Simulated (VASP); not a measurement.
Wanted: the native input for a VASP 6.6.1 run.

- Task: single point
- Functional: PBE
- Potentials or basis: VASP PAW PBE potentials, release 64 (Na_pv, I)
- Cutoff: 520 eV
- k mesh: 4 × 4 × 4
- Occupations: gaussian, width 0.01 eV
- Spin: no spin polarisation
- Dipole correction: no
- Further INCAR settings: ALGO = Normal; EDIFF = 1e-06; NBANDS = 14

The structure of NaI lies in POSCAR:

```
NaI
1.0
    0.0000000000      3.2297205588      3.2620177644
    3.2297205588      0.0000000000      3.2620177644
    3.2297205588      3.2297205588      0.0000000000
Na I
1 1
Direct
    0.0000000000      0.0000000000      0.0000000000
    0.5000000000      0.5000000000      0.5000000000
```

This cell differs from its parent crystal: uniaxial z strain +1.0%.

The input as run:

INCAR

```
PREC = Accurate
ENCUT = 520
EDIFF = 1E-6
ISMEAR = 0
SIGMA = 0.01
LREAL = False
LASPH = True
NELM = 60
ALGO = Normal
ISIF = 2
LWAVE = False
LCHARG = True
GGA = PE
LELF = True
LVHAR = True
NBANDS = 14
```

KPOINTS

```
Automatic mesh
0
Gamma
  4 4 4
```

Potentials or basis: VASP PAW PBE potentials, release 64 (Na_pv, I).

The run is started by

```console
$ cat potpaw_PBE.64/Na_pv/POTCAR potpaw_PBE.64/I/POTCAR > POTCAR
$ mpirun -np 1 vasp_std > vasp.out
```

It gave:

```yaml
Pressure: 0.4 GPa
Band_gap_on_the_k_mesh: 3.62 eV
```

Caveat: the cell differs from its parent crystal (uniaxial z strain +1.0%); spin-orbit coupling is left out, which moves the levels of the heavy elements.

Run time: 26 s on 1 thread of Intel Xeon 8259CL, on a shared host, peak memory 0.2 GiB.
